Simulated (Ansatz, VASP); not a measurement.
One calculation of Al3Pd, two programs

The input INCAR:

```
  PREC = Accurate
  ENCUT = 520
  EDIFF = 1E-6
  ISMEAR = -1
  SIGMA = 0.01
  LREAL = F
  LASPH = T
  NELM = 60
  ALGO = Fast
  ISIF = 2
  LWAVE = F
  LCHARG = F
  GGA = PE
  NBANDS = 18
```

Contents of KPOINTS:

```
Automatic mesh
0
Gamma
  10 10 10
```

Contents of POSCAR:

```
Al3Pd
1.0
    3.9469100000      0.0000000000      0.0000000000
    0.0000000000      3.9469100000      0.0000000000
    0.0000000000      0.0000000000      3.9469100000
Al Pd
3 1
Direct
    0.0000000000      0.5000000000      0.5000000000
    0.5000000000      0.0000000000      0.5000000000
    0.5000000000      0.5000000000      0.0000000000
    0.0000000000      0.0000000000      0.0000000000
```

Input for Ansatz:

```yaml
crystal:
  lattice:
    - [3.94691, 0.0, 0.0]
    - [0.0, 3.94691, 0.0]
    - [0.0, 0.0, 3.94691]
  atoms:
    - { symbol: Al, position: [0.0, 0.5, 0.5] }
    - { symbol: Al, position: [0.5, 0.0, 0.5] }
    - { symbol: Al, position: [0.5, 0.5, 0.0] }
    - { symbol: Pd, position: [0.0, 0.0, 0.0] }
basis:
  ecutwfc: 420
kpoints:
  mp_grid: { grid: [10, 10, 10] }
hamiltonian:
  xc: pbe
scf:
  occupations: { method: fermi_dirac, width: 0.01 }
output:
  forces: true
  stress: true
  eigenvalues: true
```

Alike in both runs: task single point; functional PBE; k mesh 10 × 10 × 10; occupations fermi-dirac, width 0.01 eV; no spin polarisation.

|  | VASP | Ansatz |
| --- | --- | --- |
| version | VASP 6.6.1 | Ansatz 0.2.0 |
| potentials or method | VASP PAW PBE potentials, release 64 (Al, Pd), cutoff 520 eV | scalar-relativistic, plane waves, PAW |
| valence electrons in the cell | 19 | 27 |

```tsv
	VASP	Ansatz	Ansatz less VASP
gap on the k mesh at the Fermi level (eV)	none	none	-
pressure (GPa)	1.3	1.2	-0.04
```

A gap of «none» marks a metal or a gap that the smearing closes. VASP's potentials hold 19 valence electrons a cell and Ansatz's 27, so a difference there can come from the potentials and not from the codes.
